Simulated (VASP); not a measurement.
# PbO (P4/nmm) in VASP: single point with r2SCAN

Aim: the single point of PbO with r2SCAN.

All numbers are computed with VASP 6.6.1; they aren't measurements. Logs are shortened: lines on timing, memory, paths and dates and some standing lists are left out, and cuts for length are marked.

## (1) The cell of the first run

It takes space group P4/nmm (No. 129, tetragonal). The conventional cell has a = 3.978 Å, b = 3.978 Å, c = 5.013 Å, α = 90.00°, β = 90.00°, γ = 90.00°. Pb (site symmetry 4mm) has 4 O at 2.32 Å within 3.1 Å. O (site symmetry -4m2) has 4 Pb at 2.32 Å and 4 O at 2.81 Å within 3.1 Å.

## (2) Single point, r2SCAN

Contents of POSCAR:

```
PbO
1.0
    3.9780804971      0.0000000000      0.0000000000
    0.0000000000      3.9780804971      0.0000000000
    0.0000000000      0.0000000000      5.0127125567
Pb O
2 2
Direct
    0.5000000000      0.0000000000      0.2368000000
    0.0000000000      0.5000000000      0.7632000000
    0.0000000000      0.0000000000      0.0000000000
    0.5000000000      0.5000000000      0.0000000000
```

Contents of INCAR.step1:

```
ALGO = Normal
EDIFF = 1E-4
ENCUT = 520
GGA = PE
ISMEAR = 0
LASPH = T
LCHARG = F
LREAL = F
LWAVE = T
NBANDS = 28
NELM = 80
PREC = Accurate
SIGMA = 0.05
```

Contents of INCAR.step2:

```
ALGO = Normal
EDIFF = 1E-6
ENCUT = 520
ISIF = 2
ISMEAR = 0
ISTART = 1
LASPH = T
LCHARG = F
LMIXTAU = T
LREAL = F
LWAVE = F
METAGGA = R2SCAN
NBANDS = 28
NELM = 80
PREC = Accurate
SIGMA = 0.05
```

Contents of KPOINTS:

```
k-points
0
Gamma
  8 8 8
```

Potentials or basis: VASP PAW PBE potentials, release 64 (Pb_d, O).

On the command line:

```console
> cat potpaw_PBE.64/Pb_d/POTCAR potpaw_PBE.64/O/POTCAR > POTCAR
> cp INCAR.step1 INCAR
> mpirun -np 1 vasp_std > vasp.out
> cp INCAR.step2 INCAR
> mpirun -np 1 vasp_std > vasp.out
```

OUTCAR:

```text
EDIFF = 1E-6
   ENCUT = 520
   ISIF = 2
   ISMEAR = 0
   ISTART = 1
   LASPH = T
   LREAL = F
   METAGGA = R2SCAN
   NELM = 80
   PREC = Accurate

 ion  position               nearest neighbor table
   1  0.500  0.000  0.237-   3 2.32   4 2.32   4 2.32   3 2.32   2 3.68   2 3.68   2 3.68   2 3.68
                             2 3.86   2 3.86   2 3.86   2 3.86
   2  0.000  0.500  0.763-   3 2.32   4 2.32   3 2.32   4 2.32   1 3.68   1 3.68   1 3.68   1 3.68
                             1 3.86   1 3.86   1 3.86   1 3.86
   3  0.000  0.000  0.000-   1 2.32   2 2.32   2 2.32   1 2.32
   4  0.500  0.500  0.000-   1 2.32   2 2.32   1 2.32   2 2.32

  LATTYP: Found a simple tetragonal cell.
 ALAT       =     3.9780804971
 C/A-ratio  =     1.2600832387

  Lattice vectors:

 A1 = (   3.9780804971,   0.0000000000,   0.0000000000)
 A2 = (   0.0000000000,   3.9780804971,   0.0000000000)
 A3 = (   0.0000000000,   0.0000000000,   5.0127125567)

Analysis of symmetry for initial positions (statically):
=====================================================================
 Subroutine PRICEL returns:
 Original cell was already a primitive cell.

 Routine SETGRP: Setting up the symmetry group for a
 simple tetragonal supercell.

 Subroutine GETGRP returns: Found 16 space group operations
 (whereof  8 operations were pure point group operations)
 out of a pool of 16 trial point group operations.

The static configuration has the point symmetry D_2d.
 The point group associated with its full space group is D_4h.

Analysis of symmetry for dynamics (positions and initial velocities):
=====================================================================
 Subroutine PRICEL returns:
 Original cell was already a primitive cell.

 Routine SETGRP: Setting up the symmetry group for a
 simple tetragonal supercell.

 Subroutine GETGRP returns: Found 16 space group operations
 (whereof  8 operations were pure point group operations)
 out of a pool of 16 trial point group operations.

The dynamic configuration has the point symmetry D_2d.
 The point group associated with its full space group is D_4h.

 Subroutine INISYM returns: Found 16 space group operations
 (whereof  8 operations are pure point group operations),
 and found     1 'primitive' translations

----------------------------------------------------------------------------------------

                                     Primitive cell

  volume of cell :      79.3268

  direct lattice vectors                    reciprocal lattice vectors
     3.978080497  0.000000000  0.000000000     0.251377518  0.000000000  0.000000000
     0.000000000  3.978080497  0.000000000     0.000000000  0.251377518  0.000000000
     0.000000000  0.000000000  5.012712557     0.000000000  0.000000000  0.199492787

  length of vectors
     3.978080497  3.978080497  5.012712557     0.251377518  0.251377518  0.199492787

  position of ions in fractional coordinates (direct lattice)
     0.500000000  0.000000000  0.236800000
     0.000000000  0.500000000  0.763200000
     0.000000000  0.000000000  0.000000000
     0.500000000  0.500000000  0.000000000

  ion indices of the primitive-cell ions
   primitive index   ion index
                 1           1
                 2           2
                 3           3
                 4           4

----------------------------------------------------------------------------------------

 KPOINTS: k-points

Automatic generation of k-mesh.
 Grid dimensions read from file:
 generate k-points for:    8    8    8

 Generating k-lattice:

  Cartesian coordinates                     Fractional coordinates (reciprocal lattice)
     0.031422190  0.000000000  0.000000000     0.125000000  0.000000000  0.000000000
     0.000000000  0.031422190  0.000000000     0.000000000  0.125000000  0.000000000
     0.000000000  0.000000000  0.024936598     0.000000000  0.000000000  0.125000000

  Length of vectors
     0.031422190  0.031422190  0.024936598

  Shift w.r.t. Gamma in fractional coordinates (k-lattice)
     0.000000000  0.000000000  0.000000000

 Subroutine IBZKPT returns following result:
 ===========================================

 Found     75 irreducible k-points:

 Following reciprocal coordinates:
            Coordinates               Weight
  0.000000  0.000000  0.000000      1.000000
  0.125000  0.000000  0.000000      4.000000
  0.250000  0.000000  0.000000      4.000000
  0.375000  0.000000  0.000000      4.000000
  0.500000  0.000000  0.000000      2.000000
  0.125000  0.125000  0.000000      4.000000
[... 16 lines left out ...]
  0.375000  0.125000  0.125000     16.000000
  0.500000  0.125000  0.125000      8.000000
 [... further k-points ...]
   k-points           NKPTS =     75   k-points in BZ     NKDIM =     75   number of bands    NBANDS=     28
   number of dos      NEDOS =    301   number of ions     NIONS =      4
   total plane-waves  NPLWV =  36000
   dimension x,y,z NGX =    30 NGY =   30 NGZ =   40
   dimension x,y,z NGXF=    60 NGYF=   60 NGZF=   80
   ions per type =               2   2
   NGX,Y,Z   is equivalent  to a cutoff of  12.54, 12.54, 13.27 a.u.
   NGXF,Y,Z  is equivalent  to a cutoff of  25.07, 25.07, 26.53 a.u.
 SYSTEM =  unknown system
   PREC   = accura    normal or accurate (medium, high low for compatibility)
   ISTART =      1    job   : 0-new  1-cont  2-samecut
   ICHARG =      0    charge: 1-file 2-atom 10-const
   ISPIN  =      1    spin polarized calculation?
   LNONCOLLINEAR =      F non collinear calculations
   LSORBIT =      F    spin-orbit coupling
   LASPH  =      T    aspherical Exc in radial PAW
   ENCUT  =  520.0 eV  38.22 Ry    6.18 a.u.   7.40  7.40  9.32*2*pi/ulx,y,z
   NELM   =     80;   NELMIN=  2; NELMDL=  0     # of ELM steps
   EDIFF  = 0.1E-05   stopping-criterion for ELM
   LREAL  =      F    real-space projection
   EDIFFG = 0.1E-04   stopping-criterion for IOM
   NSW    =      0    number of steps for IOM
   IBRION =     -1    ionic relax: 0-MD 1-quasi-New 2-CG
   NFREE  =      0    steps in history (QN), initial steepest desc. (CG)
   ISIF   =      2    stress and relaxation
   ISYM   =      2    0-nonsym 1-usesym 2-fastsym
   POTIM  = 0.5000    time-step for ionic-motion
   TEBEG  =    0.0;   TEEND  =   0.0 temperature during run
   PSTRESS=    0.0 pullay stress
   NELECT =      40.0000    total number of electrons
   NUPDOWN=      -1.0000    fix difference up-down
   EMIN   =  10.00;   EMAX   =-10.00  energy-range for DOS
   EFERMI =   0.00;   METHOD = LEGACY
   ISMEAR =     0;   SIGMA  =   0.05  broadening in eV -4-tet -1-fermi 0-gaus
   EFERMI_NEDOS =   21; number of points for ismear=-14 and -15
   IALGO  =     38    algorithm
   IMIX   =      4    mixing-type and parameters
     AMIX     =   0.40;   BMIX     =  1.00
     AMIX_MAG =   1.60;   BMIX_MAG =  1.00
  volume/ion in A,a.u.               =      19.83       133.83
  Fermi-wavevector in a.u.,A,eV,Ry     =   1.303031  2.462372 23.101204  1.697891
  Thomas-Fermi vector in A             =   2.434060
   LORBIT       =      0    0 simple, 1 ext, 2 COOP (PROOUT), +10 PAW based schemes
   METAGGA = R2SCAN    functional components
   LHFCALC =     F    Hartree Fock is set to
   AEXX    =    0.0000 exact exchange contribution
   IVDW    =     0    specifies the selected vdW correction
   LEPSILON=     F    determine dielectric tensor
   LRPA    =     F    only Hartree local field effects (RPA)
 non-spin polarized calculation
 Gauss-broadening in eV      SIGMA  =   0.05
  energy-cutoff  :      520.00
  volume of cell :       79.33
 maximum number of plane-waves:      2190
 NGX is ok and might be reduce to    30
   NGX = 15   NGY = 15   NGZ = 19

 number of electron      39.9999998 magnetization

 Free energy of the ion-electron system (eV)
  ---------------------------------------------------
  ext. energy  EPLUGINS =         0.00000000
  ---------------------------------------------------
  free energy    TOTEN  =      -129.50138771 eV

  energy without entropy =     -129.50138771  energy(sigma->0) =     -129.50138771

 E-fermi :   5.2278     XC(G=0): -10.4657

 val. band max:        4.9339402610   @ k =   0.0000   0.0000   0.0000
 cond. band min:       6.4569938174   @ k =   0.5000   0.5000   0.0000
 fundamental gap:      1.5230535565
 Fermi energy:         5.2278350609

 k-point     1 :       0.0000    0.0000    0.0000
  band No.  band energies     occupation
      1     -14.5335      2.00000
      2     -13.9029      2.00000
      3     -11.6244      2.00000
      4     -11.6244      2.00000
      5     -11.5538      2.00000
      6     -11.5499      2.00000
[... 20 lines left out ...]
     27      12.8391      0.00000
     28      13.6020      0.00000

 k-point     2 :       0.1250    0.0000    0.0000
  band No.  band energies     occupation
      1     -14.4971      2.00000
      2     -13.9165      2.00000
      3     -11.6165      2.00000
      4     -11.6153      2.00000
      5     -11.5426      2.00000
      6     -11.5407      2.00000
[... 20 lines left out ...]
     27      13.0987      0.00000
     28      14.6029      0.00000

 k-point     3 :       0.2500    0.0000    0.0000
  band No.  band energies     occupation
      1     -14.4000      2.00000
      2     -13.9602      2.00000
      3     -11.5947      2.00000
      4     -11.5894      2.00000
      5     -11.5155      2.00000
      6     -11.5102      2.00000
[... 20 lines left out ...]
     27      13.3843      0.00000
     28      16.4770      0.00000

 k-point     4 :       0.3750    0.0000    0.0000
  band No.  band energies     occupation
      1     -14.2724      2.00000
      2     -14.0371      2.00000
      3     -11.5635      2.00000
      4     -11.5549      2.00000
      5     -11.5053      2.00000
      6     -11.5009      2.00000
[... 20 lines left out ...]
     27      13.8275      0.00000
     28      15.7885      0.00000

 k-point     5 :       0.5000    0.0000    0.0000
  band No.  band energies     occupation
      1     -14.1447      2.00000
      2     -14.1447      2.00000
      3     -11.5299      2.00000
      4     -11.5299      2.00000
      5     -11.5231      2.00000
      6     -11.5231      2.00000
[... 20 lines left out ...]
     27      14.6004      0.00000
     28      14.6004      0.00000

 k-point     6 :       0.1250    0.1250    0.0000
  band No.  band energies     occupation
      1     -14.4630      2.00000
      2     -13.9288      2.00000
      3     -11.6218      2.00000
      4     -11.5919      2.00000
      5     -11.5338      2.00000
      6     -11.5325      2.00000
[... 463 lines left out ...]
      5     -11.5372      2.00000
      6     -11.5277      2.00000
[... 20 lines left out ...]
     27      13.7552      0.00000
     28      15.1132      0.00000

 k-point    22 :       0.2500    0.1250    0.1250
  band No.  band energies     occupation
      1     -14.3719      2.00000
      2     -13.9678      2.00000
      3     -11.6002      2.00000
      4     -11.5616      2.00000
      5     -11.5159      2.00000
      6     -11.5002      2.00000
[... 20 lines left out ...]
     27      14.3232      0.00000
     28      15.7833      0.00000

 k-point    23 :       0.3750    0.1250    0.1250
  band No.  band energies     occupation
      1     -14.2550      2.00000
      2     -14.0389      2.00000
      3     -11.5725      2.00000
      4     -11.5354      2.00000
      5     -11.5126      2.00000
      6     -11.4877      2.00000
[... 20 lines left out ...]
     27      14.5493      0.00000
     28      15.0823      0.00000

 k-point    24 :       0.5000    0.1250    0.1250
  band No.  band energies     occupation
      1     -14.1379      2.00000
      2     -14.1379      2.00000
      3     -11.5438      2.00000
      4     -11.5438      2.00000
      5     -11.5033      2.00000
      6     -11.5033      2.00000
[... 20 lines left out ...]
     27      14.7610      0.00000
     28      14.7610      0.00000

 [... further k-points ...]

------------------------ aborting loop because EDIFF is reached ----------------------------------------

  FORCE on cell =-STRESS in cart. coord.  units (eV):
  Direction    XX          YY          ZZ          XY          YZ          ZX
  --------------------------------------------------------------------------------------
  -------------------------------------------------------------------------------------
  Total        0.8295063      0.8295063      0.6894020      0.0000000      0.0000000      0.0000000
  in kB       16.7536842     16.7536842     13.9239736      0.0000000      0.0000000      0.0000000
  external PRESSURE =      15.8104474 kB  Pullay stress =       0.0000000 kB

 VOLUME and BASIS-vectors are now :
 -----------------------------------------------------------------------------
  energy-cutoff  :      520.00
  volume of cell :       79.33
      direct lattice vectors                 reciprocal lattice vectors
     3.978080497  0.000000000  0.000000000     0.251377518  0.000000000  0.000000000
     0.000000000  3.978080497  0.000000000     0.000000000  0.251377518  0.000000000
     0.000000000  0.000000000  5.012712557     0.000000000  0.000000000  0.199492787

 POSITION                                       TOTAL-FORCE (eV/Angst)
 -----------------------------------------------------------------------------------
      1.98904      0.00000      1.18701        -0.000000      0.000000      0.051162
      0.00000      1.98904      3.82570        -0.000000      0.000000     -0.051162
      0.00000      0.00000      0.00000        -0.000000     -0.000000     -0.000000
      1.98904      1.98904      0.00000         0.000000      0.000000     -0.000000
 -----------------------------------------------------------------------------------
    total drift:                                0.000000      0.000000      0.000000

  FREE ENERGIE OF THE ION-ELECTRON SYSTEM (eV)
  ---------------------------------------------------
  free  energy   TOTEN  =      -129.5013877057 eV

  energy  without entropy=     -129.5013877057  energy(sigma->0) =     -129.50138771
```

Wall time 8.2 min (1 thread of Intel Xeon Platinum 8375C at 2.90GHz (Ice Lake), shared host); peak memory 0.29 GiB.

Results:

```yaml
Free_energy: -129.5014 eV
Pressure: 1.6 GPa
Largest_force: 0.051 eV/Å
Band_gap_on_the_k_mesh: 1.52 eV (least direct gap 2.67 eV)
```

Forces on the atoms (eV/Å):
```
Pb   0.000  0.000  0.051
Pb   0.000  0.000 -0.051
O    0.000  0.000  0.000
O    0.000  0.000  0.000
```

Caveat: the PAW data sets were made with another functional, which shifts forces and pressure a little; spin-orbit coupling is left out, which moves the levels of the heavy elements.
